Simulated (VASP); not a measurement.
# Al in VASP: a series of runs

The runs below take Al through single point, with PBEsol.

Program: VASP 6.6.1. These are calculated values, not measurements. Logs are shortened: lines on timing, memory, paths and dates and some standing lists are left out, and cuts for length are marked.

## Step 1: The cell of the first run

The typed cell holds 4 atoms: a = 2.827 Å, b = 2.827 Å, c = 9.186 Å, α = 90.00°, β = 90.00°, γ = 120.00°.

## Step 2: Single point, PBEsol

INCAR reads:

```
SYSTEM = Al
  PREC = Accurate
  ENCUT = 520
  EDIFF = 1E-7
  ISMEAR = 0
  SIGMA = 0.05
  LREAL = .False.
  LASPH = .True.
  NELM = 100
  ALGO = Normal
  ISIF = 2
  LWAVE = .False.
  LCHARG = .False.
  GGA = PS
  NBANDS = 14
```

KPOINTS reads:

```
regular mesh
0
Gamma
  10 10 3
  0 0 0
```

POSCAR reads:

```
Al
1.0
    2.8270770242      0.0000000000      0.0000000000
   -1.4135385121      2.4483205214      0.0000000000
    0.0000000000      0.0000000000      9.1859930700
Al
4
Direct
    0.6512710000      0.3181030000      0.7537220000
   -0.0068000000     -0.0034860000      0.4941930000
    0.3462790000      0.6774530000      0.2479860000
   -0.0057360000     -0.0001190000     -0.0007300000
```

Potentials or basis: VASP PAW PBE potentials, release 64 (Al).

The run is started by

```sh
$ cat potpaw_PBE.64/Al/POTCAR > POTCAR
$ mpirun -np 1 vasp_std > vasp.out
```

OUTCAR:

```text
SYSTEM = Al
   PREC = Accurate
   ENCUT = 520
   EDIFF = 1E-7
   ISMEAR = 0
   LREAL = .False.
   LASPH = .True.
   NELM = 100
   ISIF = 2
   GGA = PS

 ion  position               nearest neighbor table
   1  0.651  0.318  0.754-   4 2.77   4 2.78   4 2.81   2 2.88   2 2.89   2 2.91
   2  0.993  0.997  0.494-   3 2.76   3 2.80   3 2.81   1 2.88   1 2.89   1 2.91
   3  0.346  0.677  0.248-   2 2.76   4 2.78   2 2.80   2 2.81   4 2.82   4 2.82
   4  0.994  1.000  0.999-   1 2.77   1 2.78   3 2.78   1 2.81   3 2.82   3 2.82

  LATTYP: Found a hexagonal cell.
 ALAT       =     2.8270770242
 C/A-ratio  =     3.2492899880

  Lattice vectors:

 A1 = (   2.8270770242,   0.0000000000,   0.0000000000)
 A2 = (  -1.4135385121,   2.4483205214,   0.0000000000)
 A3 = (   0.0000000000,   0.0000000000,   9.1859930700)

Analysis of symmetry for initial positions (statically):
=====================================================================
 Subroutine PRICEL returns:
 Original cell was already a primitive cell.

 Routine SETGRP: Setting up the symmetry group for a
 hexagonal supercell.

 Subroutine GETGRP returns: Found  1 space group operations
 (whereof  1 operations were pure point group operations)
 out of a pool of 24 trial point group operations.

The static configuration has the point symmetry C_1 .

Analysis of symmetry for dynamics (positions and initial velocities):
=====================================================================
 Subroutine PRICEL returns:
 Original cell was already a primitive cell.

 Routine SETGRP: Setting up the symmetry group for a
 hexagonal supercell.

 Subroutine GETGRP returns: Found  1 space group operations
 (whereof  1 operations were pure point group operations)
 out of a pool of 24 trial point group operations.

The dynamic configuration has the point symmetry C_1 .

 Subroutine INISYM returns: Found  1 space group operations
 (whereof  1 operations are pure point group operations),
 and found     1 'primitive' translations

----------------------------------------------------------------------------------------

                                     Primitive cell

  volume of cell :      63.5817

  direct lattice vectors                    reciprocal lattice vectors
     2.827077024  0.000000000  0.000000000     0.353722234  0.204221627  0.000000000
    -1.413538512  2.448320521  0.000000000     0.000000000  0.408443254  0.000000000
     0.000000000  0.000000000  9.185993070     0.000000000  0.000000000  0.108861393

  length of vectors
     2.827077024  2.827077024  9.185993070     0.408443254  0.408443254  0.108861393

  position of ions in fractional coordinates (direct lattice)
     0.651271000  0.318103000  0.753722000
     0.993200000  0.996514000  0.494193000
     0.346279000  0.677453000  0.247986000
     0.994264000  0.999881000  0.999270000

  ion indices of the primitive-cell ions
   primitive index   ion index
                 1           1
                 2           2
                 3           3
                 4           4

----------------------------------------------------------------------------------------

 KPOINTS: regular mesh

Automatic generation of k-mesh.
 Grid dimensions read from file:
 generate k-points for:   10   10    3

 Generating k-lattice:

  Cartesian coordinates                     Fractional coordinates (reciprocal lattice)
     0.035372223  0.020422163  0.000000000     0.100000000 -0.000000000  0.000000000
     0.000000000  0.040844325  0.000000000     0.000000000  0.100000000  0.000000000
     0.000000000  0.000000000  0.036287131     0.000000000  0.000000000  0.333333333

  Length of vectors
     0.040844325  0.040844325  0.036287131

  Shift w.r.t. Gamma in fractional coordinates (k-lattice)
     0.000000000  0.000000000  0.000000000

 Subroutine IBZKPT returns following result:
 ===========================================

 Found    152 irreducible k-points:

 Following reciprocal coordinates:
            Coordinates               Weight
  0.000000  0.000000  0.000000      1.000000
  0.100000  0.000000  0.000000      2.000000
  0.000000  0.100000  0.000000      2.000000
 -0.100000  0.100000  0.000000      2.000000
  0.200000  0.000000  0.000000      2.000000
  0.000000  0.200000  0.000000      2.000000
[... 16 lines left out ...]
 -0.200000  0.300000  0.000000      2.000000
  0.100000  0.200000  0.000000      2.000000
 [... further k-points ...]
   k-points           NKPTS =    152   k-points in BZ     NKDIM =    152   number of bands    NBANDS=     14
   number of dos      NEDOS =    301   number of ions     NIONS =      4
   total plane-waves  NPLWV =  40320
   dimension x,y,z NGX =    24 NGY =   24 NGZ =   70
   dimension x,y,z NGXF=    48 NGYF=   48 NGZF=  140
   ions per type =               4
   NGX,Y,Z   is equivalent  to a cutoff of  14.11, 14.11, 12.67 a.u.
   NGXF,Y,Z  is equivalent  to a cutoff of  28.23, 28.23, 25.34 a.u.
 SYSTEM =  Al
   PREC   = accura    normal or accurate (medium, high low for compatibility)
   ISTART =      0    job   : 0-new  1-cont  2-samecut
   ICHARG =      2    charge: 1-file 2-atom 10-const
   ISPIN  =      1    spin polarized calculation?
   LNONCOLLINEAR =      F non collinear calculations
   LSORBIT =      F    spin-orbit coupling
   LASPH  =      T    aspherical Exc in radial PAW
   ENCUT  =  520.0 eV  38.22 Ry    6.18 a.u.   5.26  5.26 17.08*2*pi/ulx,y,z
   NELM   =    100;   NELMIN=  2; NELMDL= -5     # of ELM steps
   EDIFF  = 0.1E-06   stopping-criterion for ELM
   LREAL  =      F    real-space projection
   EDIFFG = 0.1E-05   stopping-criterion for IOM
   NSW    =      0    number of steps for IOM
   IBRION =     -1    ionic relax: 0-MD 1-quasi-New 2-CG
   NFREE  =      0    steps in history (QN), initial steepest desc. (CG)
   ISIF   =      2    stress and relaxation
   ISYM   =      2    0-nonsym 1-usesym 2-fastsym
   POTIM  = 0.5000    time-step for ionic-motion
   TEBEG  =    0.0;   TEEND  =   0.0 temperature during run
   PSTRESS=    0.0 pullay stress
   NELECT =      12.0000    total number of electrons
   NUPDOWN=      -1.0000    fix difference up-down
   EMIN   =  10.00;   EMAX   =-10.00  energy-range for DOS
   EFERMI =   0.00;   METHOD = LEGACY
   ISMEAR =     0;   SIGMA  =   0.05  broadening in eV -4-tet -1-fermi 0-gaus
   EFERMI_NEDOS =   21; number of points for ismear=-14 and -15
   IALGO  =     38    algorithm
   IMIX   =      4    mixing-type and parameters
     AMIX     =   0.40;   BMIX     =  1.00
     AMIX_MAG =   1.60;   BMIX_MAG =  1.00
  volume/ion in A,a.u.               =      15.90       107.27
  Fermi-wavevector in a.u.,A,eV,Ry     =   0.939055  1.774557 11.997959  0.881825
  Thomas-Fermi vector in A             =   2.066329
   LORBIT       =      0    0 simple, 1 ext, 2 COOP (PROOUT), +10 PAW based schemes
   GGA     = PS    functional components
   LHFCALC =     F    Hartree Fock is set to
   AEXX    =    0.0000 exact exchange contribution
   IVDW    =     0    specifies the selected vdW correction
   LEPSILON=     F    determine dielectric tensor
   LRPA    =     F    only Hartree local field effects (RPA)
 non-spin polarized calculation
 Gauss-broadening in eV      SIGMA  =   0.05
  energy-cutoff  :      520.00
  volume of cell :       63.58
 maximum number of plane-waves:      1738
 NGX is ok and might be reduce to    24
   NGX = 11   NGY = 11   NGZ = 35

 number of electron      12.0000000 magnetization

 Free energy of the ion-electron system (eV)
  ---------------------------------------------------
  ext. energy  EPLUGINS =         0.00000000
  ---------------------------------------------------
  free energy    TOTEN  =       -16.32852801 eV

  energy without entropy =      -16.32749449  energy(sigma->0) =      -16.32801125

 E-fermi :   8.3850     XC(G=0): -10.3935

 val. band max:        8.3691135598   @ k =   0.2000   0.4000   0.3333
 cond. band min:       8.4593577231   @ k =   0.4000   0.1000   0.0000
 fundamental gap:      0.0902441633
 Fermi energy:         8.3849969236

 k-point     1 :       0.0000    0.0000    0.0000
  band No.  band energies     occupation
      1      -3.0580      2.00000
      2      -1.4131      2.00000
      3      -1.1955      2.00000
      4       3.6319      2.00000
      5       3.9803      2.00000
      6      11.9045      0.00000
      7      12.0008      0.00000
      8      19.1673      0.00000
      9      19.1984      0.00000
     10      19.3351      0.00000
     11      19.3557      0.00000
     12      20.2780      0.00000
     13      20.2991      0.00000
     14      20.4675      0.00000

 k-point     2 :       0.1000    0.0000    0.0000
  band No.  band energies     occupation
      1      -2.8114      2.00000
      2      -1.1697      2.00000
      3      -0.9520      2.00000
      4       3.8596      2.00000
      5       4.2198      2.00000
      6      12.0993      0.00000
      7      12.1928      0.00000
      8      15.9081      0.00000
      9      17.2468      0.00000
     10      17.3774      0.00000
     11      17.4802      0.00000
     12      18.7303      0.00000
     13      18.8891      0.00000
     14      18.9960      0.00000

 k-point     3 :       0.0000    0.1000    0.0000
  band No.  band energies     occupation
      1      -2.8114      2.00000
      2      -1.1697      2.00000
      3      -0.9520      2.00000
      4       3.8595      2.00000
      5       4.2200      2.00000
      6      12.0953      0.00000
      7      12.1905      0.00000
      8      15.9101      0.00000
      9      17.2364      0.00000
     10      17.3725      0.00000
     11      17.4805      0.00000
     12      18.7162      0.00000
     13      18.9064      0.00000
     14      18.9947      0.00000
[... 324 lines left out ...]
 k-point    23 :      -0.2000    0.3000    0.0000
  band No.  band energies     occupation
      1      -1.3415      2.00000
      2       0.2809      2.00000
      3       0.4992      2.00000
      4       5.2232      2.00000
      5       5.6144      2.00000
      6      10.4406      0.00000
      7      11.8319      0.00000
      8      12.1042      0.00000
      9      12.5204      0.00000
     10      13.3407      0.00000
     11      13.9170      0.00000
     12      14.4354      0.00000
     13      14.9158      0.00000
     14      16.7690      0.00000

 k-point    24 :       0.1000    0.2000    0.0000
  band No.  band energies     occupation
      1      -1.3415      2.00000
      2       0.2809      2.00000
      3       0.4992      2.00000
      4       5.2234      2.00000
      5       5.6142      2.00000
      6      10.4275      0.00000
      7      11.8258      0.00000
      8      12.1036      0.00000
      9      12.5805      0.00000
     10      13.3891      0.00000
     11      13.8483      0.00000
     12      14.4538      0.00000
     13      14.8527      0.00000
     14      16.7883      0.00000

 [... further k-points ...]
[... 5 lines left out ...]
  --------------------------------------------------------------------------------------
  -------------------------------------------------------------------------------------
  Total        0.4576772      0.3154142      1.5538706      0.0506234     -0.0132499      0.0010900
  in kB       11.5328823      7.9480345     39.1555557      1.2756447     -0.3338814      0.0274677
  external PRESSURE =      19.5454909 kB  Pullay stress =       0.0000000 kB

 VOLUME and BASIS-vectors are now :
 -----------------------------------------------------------------------------
  energy-cutoff  :      520.00
  volume of cell :       63.58
      direct lattice vectors                 reciprocal lattice vectors
     2.827077024  0.000000000  0.000000000     0.353722234  0.204221627  0.000000000
    -1.413538512  2.448320521  0.000000000     0.000000000  0.408443254  0.000000000
     0.000000000  0.000000000  9.185993070     0.000000000  0.000000000  0.108861393

 POSITION                                       TOTAL-FORCE (eV/Angst)
 -----------------------------------------------------------------------------------
      1.39154      0.77882      6.92369         0.013004      0.045737     -0.397551
      1.39924      2.43979      4.53965         0.023880      0.010796      0.374812
      0.02135      1.65862      2.27800        -0.057516     -0.050216     -0.077289
      1.39749      2.44803      9.17929         0.020633     -0.006317      0.100028
 -----------------------------------------------------------------------------------
    total drift:                               -0.000000      0.000001      0.000004

  FREE ENERGIE OF THE ION-ELECTRON SYSTEM (eV)
  ---------------------------------------------------
  free  energy   TOTEN  =       -16.3285280116 eV

  energy  without entropy=      -16.3274944942  energy(sigma->0) =      -16.32801125
```

Run time: 48 s. Hardware: 1 thread of Intel Xeon 6975P-C (Granite Rapids), shared host; peak memory 0.24 GiB.

Results:

| Item | Value |
| --- | --- |
| Free energy | -16.3285 eV |
| Pressure | 2.0 GPa |
| Largest force | 0.400 eV/Å |
| Band gap on the k mesh | zero (band 6 reaches 12.39 eV, above the bottom of band 7 at 6.94 eV) |

Forces in eV/Å, atoms in the order of the input:
```
Al   0.013  0.046 -0.398
Al   0.024  0.011  0.375
Al  -0.058 -0.050 -0.077
Al   0.021 -0.006  0.100
```

Levels at points of the mesh, in eV from the Fermi level:
```tsv
k point	band 4	band 5	band 6	band 7	band 8	band 9
(0.00, 0.00, 0.00)	-4.75	-4.40	3.52	3.62	10.78	10.81
(0.50, 0.00, 0.00)	-4.04	-3.38	-3.32	0.81	1.17	1.42
(0.00, 0.50, 0.00)	-4.01	-3.43	-3.35	0.75	1.26	1.36
(0.50, 0.50, 0.00)	-4.02	-3.41	-3.33	0.78	1.22	1.39
```

Caveat: the PAW data sets were made with another functional, which shifts forces and pressure a little.

[end of part 1 of 2]
